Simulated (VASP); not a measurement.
The system is Ti.

```
Ti
1.0
     0.00000    3.21951    3.21951
     3.21951    0.00000    3.21951
     3.21951    3.21951    0.00000
Ti
2
Direct
  0.00000 0.00000 0.00000
  0.25000 0.25000 0.25000
```

```yaml
Program: VASP 6.6.1
Task: relaxation of cell and atoms
Functional: PBE
Potentials_or_basis: VASP PAW PBE potentials, release 64 (Ti_sv)
Cutoff: 500 eV
k_mesh: 11 × 11 × 11
Occupations: fermi-dirac, width 0.05 eV
Spin: no spin polarisation
```

At the start: pressure -6.0 GPa; volume 33.37 Å³/atom.

Problem. Where does the relaxation end?

Solution. Over 5 steps the energy falls by 262.4 meV/atom and the volume is 22.91 Å³/atom (-31.3 %); space group Fd-3m (No. 227, to 0.05 Å).

Step by step:
```
step  energy change (eV)  largest force (eV/Å)  pressure (GPa)  volume (Å³)
   1              0.0000                0.0000           -6.00        66.74
   2             -0.3698                0.0000           -4.25        55.39
   3             -0.5227                0.0000           -0.69        46.73
   4             -0.5245                0.0000            0.30        45.45
   5             -0.5248                0.0000           -0.01        45.83
```

Final structure:
```cif
data_structure
_symmetry_space_group_name_H-M 'P 1'
_symmetry_Int_Tables_number 1
_cell_length_a 4.0168
_cell_length_b 4.0168
_cell_length_c 4.0168
_cell_angle_alpha 60.000
_cell_angle_beta 60.000
_cell_angle_gamma 60.000
_cell_volume 45.83
loop_
_atom_site_label
_atom_site_type_symbol
_atom_site_fract_x
_atom_site_fract_y
_atom_site_fract_z
_atom_site_occupancy
Ti1 Ti 0.00000 0.00000 0.00000 1
Ti2 Ti 0.25000 0.25000 0.25000 1
```

Caveat: the volume moved by over 15 % at a fixed basis, so the end points are rough.
